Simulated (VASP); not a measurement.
# HfH3F (Pm-3m) in VASP: further runs, part 2 of 2

VASP 6.6.1. The steps go on from the part before.

## (4) Relaxation of cell and atoms, PBE

This run uses another cell than the first one, of 9.05 Å³/atom.

File INCAR:

```
SYSTEM = HfH3F
ALGO     = Normal         ! electronic algorithm
EDIFF    = 1E-7           ! SCF threshold, eV
EDIFFG   = -0.08          ! ionic threshold
ENCUT    = 600            ! plane-wave cutoff, eV
GGA      = PE             ! functional
GGA_COMPAT= .False.      
IBRION   = 2              ! ionic algorithm
ISIF     = 3              ! what is computed and relaxed
ISMEAR   = 0              ! smearing method
LASPH    = .True.         ! aspherical terms in the spheres
LCHARG   = .False.        ! write CHGCAR
LREAL    = .False.        ! projectors in reciprocal space
LWAVE    = .False.        ! write WAVECAR
NELM     = 120            ! most SCF steps
NELMIN   = 4            
NSW      = 36             ! ionic steps
PREC     = Accurate       ! precision mode
SIGMA    = 0.15           ! smearing width, eV
```

File KPOINTS:

```
k-points
0
Gamma
  3 3 3
  0 0 0
```

File POSCAR:

```
HfH3F
1.0
    3.5636015400      0.0000000000      0.0000000000
    0.0000000000      3.5636015400      0.0000000000
    0.0000000000      0.0000000000      3.5636015400
Hf H F
1 3 1
Direct
    0.5000000000      0.5000000000      0.5000000000
    0.5000000000      0.5000000000      0.0000000000
    0.0000000000      0.5000000000      0.5000000000
    0.5000000000      0.0000000000      0.5000000000
    0.0000000000      0.0000000000      0.0000000000
```

Potentials or basis: VASP PAW PBE potentials, release 64 (Hf_pv, H, F).

On the command line:

```
> cat potpaw_PBE.64/Hf_pv/POTCAR potpaw_PBE.64/H/POTCAR potpaw_PBE.64/F/POTCAR > POTCAR
> mpirun -np 1 vasp_std > vasp.out
```

OUTCAR:

```text
SYSTEM = HfH3F
   EDIFF = 1E-7
   EDIFFG = -0.08
   ENCUT = 600
   GGA = PE
   IBRION = 2
   ISIF = 3
   ISMEAR = 0
   LASPH = .True.
   LREAL = .False.
   NELM = 120
   NELMIN = 4
   NSW = 36
   PREC = Accurate

 ion  position               nearest neighbor table
   1  0.500  0.500  0.500-   2 1.78   3 1.78   4 1.78   2 1.78   4 1.78   3 1.78
   2  0.500  0.500  0.000-   1 1.78   1 1.78
   3  0.000  0.500  0.500-   1 1.78   1 1.78
   4  0.500  0.000  0.500-   1 1.78   1 1.78
   5  0.000  0.000  0.000-

  LATTYP: Found a simple cubic cell.
 ALAT       =     3.5636015400

  Lattice vectors:

 A1 = (   3.5636015400,   0.0000000000,   0.0000000000)
 A2 = (   0.0000000000,   3.5636015400,   0.0000000000)
 A3 = (   0.0000000000,   0.0000000000,   3.5636015400)

Analysis of symmetry for initial positions (statically):
=====================================================================
 Subroutine PRICEL returns:
 Original cell was already a primitive cell.

 Routine SETGRP: Setting up the symmetry group for a
 simple cubic supercell.

 Subroutine GETGRP returns: Found 48 space group operations
 (whereof 48 operations were pure point group operations)
 out of a pool of 48 trial point group operations.

The static configuration has the point symmetry O_h .
[... 116 lines left out ...]
   IMIX   =      4    mixing-type and parameters
     AMIX     =   0.40;   BMIX     =  1.00
     AMIX_MAG =   1.60;   BMIX_MAG =  1.00
  volume/ion in A,a.u.               =       9.05        61.08
  Fermi-wavevector in a.u.,A,eV,Ry     =   1.246988  2.356466 21.156783  1.554980
  Thomas-Fermi vector in A             =   2.381141
   LORBIT       =      0    0 simple, 1 ext, 2 COOP (PROOUT), +10 PAW based schemes
   GGA     = PE    functional components
   LHFCALC =     F    Hartree Fock is set to
   AEXX    =    0.0000 exact exchange contribution
   IVDW    =     0    specifies the selected vdW correction
   LEPSILON=     F    determine dielectric tensor
   LRPA    =     F    only Hartree local field effects (RPA)
 conjugate gradient relaxation of ions
 non-spin polarized calculation
 Gauss-broadening in eV      SIGMA  =   0.15
  energy-cutoff  :      600.00
  volume of cell :       45.26
 maximum number of plane-waves:      1510
   NGX = 15   NGY = 15   NGZ = 15

--------------------------------------- Ionic step        1  -------------------------------------------

 number of electron      20.0000021 magnetization

 Free energy of the ion-electron system (eV)
  ---------------------------------------------------
  ext. energy  EPLUGINS =         0.00000000
  ---------------------------------------------------
  free energy    TOTEN  =       -24.05179645 eV

  energy without entropy =      -24.05179645  energy(sigma->0) =      -24.05179645

 E-fermi :   0.7596     XC(G=0): -10.0576

 val. band max:       -0.0522573997   @ k =   0.3333   0.3333   0.0000
 cond. band min:       3.1212929457   @ k =   0.3333   0.3333   0.0000
 fundamental gap:      3.1735503453
 Fermi energy:         0.7596327703
[... 218 lines left out ...]
--------------------------------------- Ionic step        3  -------------------------------------------

 number of electron      19.9999980 magnetization

 Free energy of the ion-electron system (eV)
  ---------------------------------------------------
  ext. energy  EPLUGINS =         0.00000000
  ---------------------------------------------------
  free energy    TOTEN  =       -24.32595826 eV

  energy without entropy =      -24.32595826  energy(sigma->0) =      -24.32595826

 E-fermi :  -0.0521     XC(G=0):  -9.4555

 val. band max:       -0.7648653987   @ k =   0.3333   0.3333   0.0000
 cond. band min:       2.1452274824   @ k =   0.3333   0.3333   0.0000
 fundamental gap:      2.9100928811
 Fermi energy:        -0.0520832236
[... 98 lines left out ...]
  FREE ENERGIE OF THE ION-ELECTRON SYSTEM (eV)
  ---------------------------------------------------
  free  energy   TOTEN  =       -24.3259582631 eV

  energy  without entropy=      -24.3259582631  energy(sigma->0) =      -24.32595826

 reached required accuracy - stopping structural energy minimisation
```

OSZICAR:

```text
N       E                     dE             d eps       ncg     rms          rms(c)
DAV:   1     0.660715801758E+02    0.66072E+02   -0.11003E+04   112   0.147E+03
DAV:   2    -0.244240016931E+02   -0.90496E+02   -0.85933E+02   136   0.279E+02
DAV:   3    -0.271082783830E+02   -0.26843E+01   -0.26804E+01   136   0.437E+01
[... 35 lines left out ...]
DAV:   7    -0.243259613266E+02    0.14287E-04   -0.59914E-05   130   0.452E-02    0.526E-02
DAV:   8    -0.243259578924E+02    0.34341E-05   -0.11649E-05   112   0.235E-02    0.193E-02
DAV:   9    -0.243259580445E+02   -0.15206E-06   -0.94187E-07   132   0.744E-03    0.831E-03
DAV:  10    -0.243259582009E+02   -0.15646E-06   -0.71308E-07   112   0.520E-03    0.268E-03
DAV:  11    -0.243259582631E+02   -0.62179E-07   -0.63833E-08    56   0.210E-03
   3 F= -.24325958E+02 E0= -.24325958E+02  d E =-.274162E+00
```

Run time: 11 s. Hardware: 1 thread of AMD EPYC 9R45 (Zen 5), shared host; peak memory 0.12 GiB.

What came out:

```
Free energy                           : -24.3260 eV
Relaxed volume                        : 10.38 Å³/atom
Relaxed cell                          : a = 3.730 Å, b = 3.730 Å, c = 3.730 Å, α = 90.00°, β = 90.00°, γ = 90.00°
Space group after relaxing (to 0.1 Å) : Pm-3m (No. 221)
Energy gained by relaxing             : 54.8 meV/atom
Ionic steps                           : 3
Pressure after relaxing               : -0.1 GPa
Band gap on the k mesh                : 2.91 eV
```

Step by step:
```csv
step,energy change (eV),largest force (eV/Å),pressure (GPa),volume (Å³)
1,0.0000,0.0000,14.92,45.26
2,-0.2707,0.0000,1.40,51.00
3,-0.2742,0.0000,-0.13,51.90
```

Final structure:
```xyz
5
Lattice="3.7302 0.0000 0.0000 0.0000 3.7302 0.0000 0.0000 0.0000 3.7302" Properties=species:S:1:pos:R:3 pbc="T T T"
Hf    1.8651    1.8651    1.8651
H     1.8651    1.8651    0.0000
H     0.0000    1.8651    1.8651
H     1.8651    0.0000    1.8651
F     0.0000    0.0000    0.0000
```

Caveat: the k points lie up to 0.56 Å⁻¹ apart in the final cell; spin-orbit coupling is left out, which moves the levels of the heavy elements; an odd mesh through Γ misses points on the zone boundary, where band edges can lie.

## (5) Relaxation of cell and atoms, PBE

This run uses another cell than the first one, of 10.38 Å³/atom.

File INCAR:

```
SYSTEM = HfH3F
ALGO = Normal
EDIFF = 1E-7
EDIFFG = -0.08
ENCUT = 600
GGA = PE
GGA_COMPAT = .FALSE.
IBRION = 2
ISIF = 3
ISMEAR = 0
LASPH = .TRUE.
LCHARG = .FALSE.
LREAL = .FALSE.
LWAVE = .FALSE.
NELM = 120
NELMIN = 4
NSW = 36
PREC = Accurate
SIGMA = 0.15
```

File KPOINTS:

```
k-points
0
G
  3 3 3
  0 0 0
```

File POSCAR:

```
HfH3F
1.0
    3.7300000000      0.0000000000      0.0000000000
    0.0000000000      3.7300000000      0.0000000000
    0.0000000000      0.0000000000      3.7300000000
Hf H F
1 3 1
Direct
    0.0000000000      0.0000000000      0.0000000000
    0.5000000000      0.0000000000      0.0000000000
    0.0000000000      0.5000000000      0.0000000000
    0.0000000000      0.0000000000      0.5000000000
    0.5000000000      0.5000000000      0.5000000000
```

Potentials or basis: VASP PAW PBE potentials, release 64 (Hf_pv, H, F).

On the command line:

```
> cat potpaw_PBE.64/Hf_pv/POTCAR potpaw_PBE.64/H/POTCAR potpaw_PBE.64/F/POTCAR > POTCAR
> mpirun -np 1 vasp_std > vasp.out
```

OUTCAR:

```text
SYSTEM = HfH3F
   EDIFF = 1E-7
   EDIFFG = -0.08
   ENCUT = 600
   GGA = PE
   IBRION = 2
   ISIF = 3
   ISMEAR = 0
   LASPH = .TRUE.
   LREAL = .FALSE.
   NELM = 120
   NELMIN = 4
   NSW = 36
   PREC = Accurate

 ion  position               nearest neighbor table
   1  0.000  0.000  0.000-   2 1.86   3 1.86   4 1.86   4 1.86   3 1.86   2 1.86
   2  0.500  0.000  0.000-   1 1.86   1 1.86
   3  0.000  0.500  0.000-   1 1.86   1 1.86
   4  0.000  0.000  0.500-   1 1.86   1 1.86
   5  0.500  0.500  0.500-

  LATTYP: Found a simple cubic cell.
 ALAT       =     3.7300000000

  Lattice vectors:

 A1 = (   3.7300000000,   0.0000000000,   0.0000000000)
 A2 = (   0.0000000000,   3.7300000000,   0.0000000000)
 A3 = (   0.0000000000,   0.0000000000,   3.7300000000)

Analysis of symmetry for initial positions (statically):
=====================================================================
 Subroutine PRICEL returns:
 Original cell was already a primitive cell.

 Routine SETGRP: Setting up the symmetry group for a
[... 173 lines left out ...]
     10      -1.5828      2.00000
     11       4.0000      0.00000
     12       4.0000      0.00000
     13       4.0000      0.00000
     14      10.2171      0.00000
[... 37 lines left out ...]
      1     -30.7571      2.00000
      2     -30.7562      2.00000
      3     -30.7562      2.00000
      4     -20.0061      2.00000
      5      -3.5207      2.00000
      6      -2.6463      2.00000
      7      -2.6463      2.00000
      8      -1.4877      2.00000
      9      -1.4877      2.00000
     10      -0.8940      2.00000
     11       2.2133      0.00000
     12       2.7683      0.00000
     13       2.7683      0.00000
     14       5.8053      0.00000

------------------------ aborting loop because EDIFF is reached ----------------------------------------

  FORCE on cell =-STRESS in cart. coord.  units (eV):
  Direction    XX          YY          ZZ          XY          YZ          ZX
  --------------------------------------------------------------------------------------
  -------------------------------------------------------------------------------------
  Total       -0.0433314     -0.0433314     -0.0433314      0.0000000      0.0000000     -0.0000000
  in kB       -1.3377860     -1.3377860     -1.3377860      0.0000000      0.0000000     -0.0000000
  external PRESSURE =      -1.3377860 kB  Pullay stress =       0.0000000 kB

 VOLUME and BASIS-vectors are now :
 -----------------------------------------------------------------------------
  energy-cutoff  :      600.00
  volume of cell :       51.90
      direct lattice vectors                 reciprocal lattice vectors
     3.730000000  0.000000000  0.000000000     0.268096515  0.000000000  0.000000000
     0.000000000  3.730000000  0.000000000     0.000000000  0.268096515  0.000000000
     0.000000000  0.000000000  3.730000000     0.000000000  0.000000000  0.268096515

 POSITION                                       TOTAL-FORCE (eV/Angst)
 -----------------------------------------------------------------------------------
      0.00000      0.00000      0.00000         0.000000      0.000000      0.000000
      1.86500      0.00000      0.00000         0.000000      0.000000      0.000000
      0.00000      1.86500      0.00000         0.000000      0.000000      0.000000
      0.00000      0.00000      1.86500         0.000000      0.000000      0.000000
      1.86500      1.86500      1.86500         0.000000      0.000000      0.000000
 -----------------------------------------------------------------------------------
    total drift:                                0.000000      0.000000      0.000000

  FREE ENERGIE OF THE ION-ELECTRON SYSTEM (eV)
  ---------------------------------------------------
  free  energy   TOTEN  =       -24.3342972841 eV

  energy  without entropy=      -24.3342972841  energy(sigma->0) =      -24.33429728

 reached required accuracy - stopping structural energy minimisation
```

Wall time 5 s (1 thread of AMD EPYC 9R45 (Zen 5), shared host); peak memory 0.13 GiB.

Results:

```
Free energy             : -24.3343 eV
Pressure after relaxing : -0.1 GPa
Band gap on the k mesh  : 2.91 eV
```

Final structure:
```cif
data_structure
_symmetry_space_group_name_H-M 'P 1'
_symmetry_Int_Tables_number 1
_cell_length_a 3.7300
_cell_length_b 3.7300
_cell_length_c 3.7300
_cell_angle_alpha 90.000
_cell_angle_beta 90.000
_cell_angle_gamma 90.000
_cell_volume 51.90
loop_
_atom_site_label
_atom_site_type_symbol
_atom_site_fract_x
_atom_site_fract_y
_atom_site_fract_z
_atom_site_occupancy
Hf1 Hf 0.00000 0.00000 0.00000 1
H1 H 0.50000 0.00000 0.00000 1
H2 H 0.00000 0.50000 0.00000 1
H3 H 0.00000 0.00000 0.50000 1
F1 F 0.50000 0.50000 0.50000 1
```

Levels at points of the mesh, in eV from the valence-band top:
```tsv
k point	band 7	band 8	band 9	band 10	band 11	band 12	band 13	band 14
(0.00, 0.00, 0.00)	-3.27	-0.82	-0.82	-0.82	4.77	4.77	4.77	10.98
```

Caveat: the k points lie up to 0.56 Å⁻¹ apart in the final cell; the relaxation stopped at its first step, so nothing moved; spin-orbit coupling is left out, which moves the levels of the heavy elements; an odd mesh through Γ misses points on the zone boundary, where band edges can lie.

## (6) Relaxation of cell and atoms, PBE

This run uses another cell than the first one, of 10.44 Å³/atom.

File INCAR:

```
PREC = Accurate ; ENCUT = 600
EDIFF = 1E-7 ; ISMEAR = 0
SIGMA = 0.15 ; LREAL = F
LASPH = T ; NELM = 120
ALGO = Normal ; ISIF = 3
LWAVE = F ; LCHARG = F
GGA = PE ; IBRION = 2
NSW = 36 ; EDIFFG = -0.08
GGA_COMPAT = F ; NELMIN = 4
```

File KPOINTS:

```
regular mesh
0
Gamma
  3 3 3
```

File POSCAR:

```
HfH3F
1.0
    3.7372729400      0.0000000000      0.0000000000
    0.0000000000      3.7372729400      0.0000000000
    0.0000000000      0.0000000000      3.7372729400
Hf H F
1 3 1
Direct
    0.0000000000      0.0000000000      0.0000000000
    0.5000000000      0.5000000000      0.0000000000
    0.0000000000      0.5000000000      0.5000000000
    0.5000000000      0.0000000000      0.5000000000
    0.5000000000      0.5000000000      0.5000000000
```

Potentials or basis: VASP PAW PBE potentials, release 64 (Hf_pv, H, F).

On the command line:

```
> cat potpaw_PBE.64/Hf_pv/POTCAR potpaw_PBE.64/H/POTCAR potpaw_PBE.64/F/POTCAR > POTCAR
> mpirun -np 1 vasp_std > vasp.out
```

Run time: 15 s. Hardware: 1 thread of AMD EPYC 9R45 (Zen 5), shared host; peak memory 0.14 GiB.

Results (log left out):

| Property | Result |
| --- | --- |
| Free energy | -19.4322 eV |
| Relaxed volume | 8.63 Å³/atom |
| Relaxed cell | a = 3.508 Å, b = 3.508 Å, c = 3.508 Å, α = 90.00°, β = 90.00°, γ = 90.00° |
| Space group after relaxing (to 0.1 Å) | Pm-3m (No. 221) |
| Energy gained by relaxing | 93.6 meV/atom |
| Ionic steps | 3 |
| Pressure after relaxing | -0.8 GPa |
| Band gap on the k mesh | 0.52 eV (least direct gap 0.61 eV) |

The path:
| step | energy change (eV) | largest force (eV/Å) | pressure (GPa) | volume (Å³) |
| --- | --- | --- | --- | --- |
| 1 | 0.0000 | 0.0000 | -13.65 | 52.20 |
| 2 | -0.4120 | 0.0000 | -5.89 | 45.76 |
| 3 | -0.4680 | 0.0000 | -0.77 | 43.17 |

Final structure:
```
CELL_PARAMETERS angstrom
3.50811 0.00000 0.00000
0.00000 3.50811 0.00000
0.00000 0.00000 3.50811
ATOMIC_POSITIONS crystal
Hf 0.00000 0.00000 0.00000
H 0.50000 0.50000 0.00000
H 0.00000 0.50000 0.50000
H 0.50000 0.00000 0.50000
F 0.50000 0.50000 0.50000
```

Levels at points of the mesh, in eV from the valence-band top:
| k point | band 7 | band 8 | band 9 | band 10 | band 11 | band 12 | band 13 | band 14 |
| --- | --- | --- | --- | --- | --- | --- | --- | --- |
| (0.00, 0.00, 0.00) | -4.84 | -4.84 | -3.49 | -3.49 | 2.73 | 2.73 | 2.73 | 3.66 |

Caveat: the k points lie up to 0.60 Å⁻¹ apart in the final cell; the volume moved by over 15 % at a fixed basis, so the end points are rough; spin-orbit coupling is left out, which moves the levels of the heavy elements; an odd mesh through Γ misses points on the zone boundary, where band edges can lie.

## (7) The runs side by side

```csv
cell,gap on the mesh (eV),pressure (GPa),relaxed volume (Å³/atom)
"relaxed from a = 3.533 Å, 5 atoms, atomic positions A",0.52,-0.7,-
"relaxed from a = 3.548 Å, 5 atoms, atomic positions B",2.91,-0.1,10.38
"relaxed from a = 3.564 Å, 5 atoms, atomic positions B",2.91,-0.1,10.38
"relaxed from a = 3.730 Å, 5 atoms, atomic positions B",2.91,-0.1,-
"relaxed from a = 3.737 Å, 5 atoms, atomic positions A",0.52,-0.8,-
```

Alike in all rows: task relaxation of cell and atoms; level PBE; potentials or basis VASP PAW PBE potentials, release 64 (Hf_pv, H, F); no spin polarisation; k mesh 3 × 3 × 3; cutoff (eV) 600; smearing gaussian 0.15 eV.

Caveats: all runs use coarse meshes; spin-orbit coupling is left out, which moves the levels of the heavy elements; an odd mesh through Γ misses points on the zone boundary, where band edges can lie; the volume moved by over 15 % at a fixed basis, so the end points are rough (at least some runs); the relaxation stopped at its first step, so nothing moved (at least some runs).

Total energies depend on the potentials used, so only differences within one code and one set of settings carry meaning.
